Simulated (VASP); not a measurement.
Input of a VASP 6.6.1 run:

File INCAR:

```
PREC     = Accurate       # precision mode
ENCUT    = 520            # plane-wave cutoff, eV
EDIFF    = 1E-7           # SCF threshold, eV
ISMEAR   = -1             # smearing method
SIGMA    = 0.15           # smearing width, eV
LREAL    = Auto         
LASPH    = True           # aspherical terms in the spheres
NELM     = 60             # most SCF steps
ALGO     = Normal         # electronic algorithm
ISIF     = 2              # what is computed and relaxed
LWAVE    = False          # write WAVECAR
LCHARG   = False          # write CHGCAR
GGA      = PE             # functional
NBANDS   = 30             # bands
```

KPOINTS

```
regular mesh
0
Gamma
  4 4 3
```

Contents of POSCAR:

```
Be16H
1.0
   -2.2900000000     -3.9663960000      0.0000000000
    3.4350000000     -1.9831980000      0.0000000000
    0.0000000000      0.0000000000      7.1768600000
Be H
16 1
Direct
    0.7482821057      0.5062847226     -0.0009091720
    0.4914422030      0.3481501150      0.2397881525
    0.7632944931      0.5312030245      0.5049615013
    0.4948818945      0.3405733736      0.7541153095
    0.4954938693      0.0059545737      0.0010051750
    0.2453199006      0.8354234563      0.2487321754
    0.4872104111     -0.0264937871      0.5064988031
    0.2448122444      0.8388233012      0.7508991397
    0.2446699874      0.5111773715     -0.0040223719
    0.0088428228      0.3393225805      0.2444936922
    0.2314683770      0.5114263707      0.5005623629
   -0.0021137051      0.3414947934      0.7508206932
   -0.0021943607      0.0077484465     -0.0017793297
    0.7543712676      0.8337613399      0.2453426708
    0.0061611052      0.0148651910      0.5007807035
    0.7478932586      0.8435305858      0.7521864715
    0.6143482987      0.2563815441      0.4167962034
```

Potentials or basis: VASP PAW PBE potentials, release 64 (Be, H).

Command:

```console
$ cat potpaw_PBE.64/Be/POTCAR potpaw_PBE.64/H/POTCAR > POTCAR
$ mpirun -np 1 vasp_std > vasp.out
```

(1) Estimate the band gap on the k mesh.

(2) What does it give for the largest force?

(3) Estimate the pressure.

## Answers

(1) zero (an odd number of electrons rules out a gap without spin polarisation).

(2) 0.053 eV/Å.

(3) 1.4 GPa.

Caveat: the k points lie up to 0.40 Å⁻¹ apart, too coarse for converged energies and pressures of a metal.
